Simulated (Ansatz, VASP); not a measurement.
**PbS in VASP and in Ansatz**

File INCAR:

```
PREC     = Accurate       # precision mode
ENCUT    = 520            # plane-wave cutoff, eV
EDIFF    = 1E-6           # SCF threshold, eV
ISMEAR   = -1             # smearing method
SIGMA    = 0.05           # smearing width, eV
LREAL    = False          # projectors in reciprocal space
LASPH    = True           # aspherical terms in the spheres
NELM     = 100            # most SCF steps
ALGO     = Normal         # electronic algorithm
ISIF     = 2              # what is computed and relaxed
LWAVE    = False          # write WAVECAR
LCHARG   = False          # write CHGCAR
GGA      = CA             # functional
NBANDS   = 28             # bands
```

KPOINTS

```
regular mesh
0
Gamma
  7 7 6
```

Contents of POSCAR:

```
PbS
1.0
    2.1207464379     -6.1088031065      0.0000000000
    2.1207464379      6.1088031065      0.0000000000
    0.0000000000      0.0000000000      4.3632505017
Pb S
2 2
Direct
    0.1305633500      0.8694366500      0.2500000000
    0.8694366500      0.1305633500      0.7500000000
    0.3547970900      0.6452029100      0.2500000000
    0.6452029100      0.3547970900      0.7500000000
```

input.yaml

```yaml
crystal:
  lattice:
    - [2.1207464379, -6.1088031065, 0.0]
    - [2.1207464379, 6.1088031065, 0.0]
    - [0.0, 0.0, 4.3632505017]
  atoms:
    - { symbol: Pb, position: [0.13056335, 0.86943665, 0.25] }
    - { symbol: Pb, position: [0.86943665, 0.13056335, 0.75] }
    - { symbol: S, position: [0.35479709, 0.64520291, 0.25] }
    - { symbol: S, position: [0.64520291, 0.35479709, 0.75] }
kpoints:
  mp_grid: { grid: [7, 7, 6] }
scf:
  occupations: { method: fermi_dirac, width: 0.05 }
hamiltonian:
  xc: lda
  pseudopotentials: { kind: all_electron, lapw: { basis_error: 0.002 } }
output:
  forces: true
  stress: true
  eigenvalues: true
```

Change from the starting cell: volume scaled by 1.06.

Alike in both runs: task single point; functional LDA; k mesh 7 × 7 × 6; occupations fermi-dirac, width 0.05 eV; no spin polarisation.

|  | VASP | Ansatz |
| --- | --- | --- |
| version | VASP 6.6.1 | Ansatz 0.2.0 |
| potentials or method | VASP PAW LDA potentials, release 64 (Pb_d, S), cutoff 520 eV | all-electron LAPW, scalar-relativistic |

|  | VASP | Ansatz | Ansatz less VASP |
| --- | --- | --- | --- |
| gap on the k mesh at the Fermi level (eV) | 1.19 | 1.19 | +0.004 |
| least direct gap on the mesh (eV) | 1.26 | 1.27 | +0.004 |
| pressure (GPa) | -5.9 | -5.9 | +0.01 |
| traceless stress, the component that is largest in VASP (GPa) | 0.45 | 0.46 | +0.011 |
| rms of the force components (eV/Å) | 0.200 | 0.204 | +0.0047 |

LDA's correlation is that of Perdew and Zunger in VASP and of Perdew and Wang (1992) in Ansatz. Atom by atom the forces differ by 0.005 eV/Å (rms over components). Ansatz ran all-electron here, and VASP with PAW potentials.

Spin-orbit coupling is off throughout.
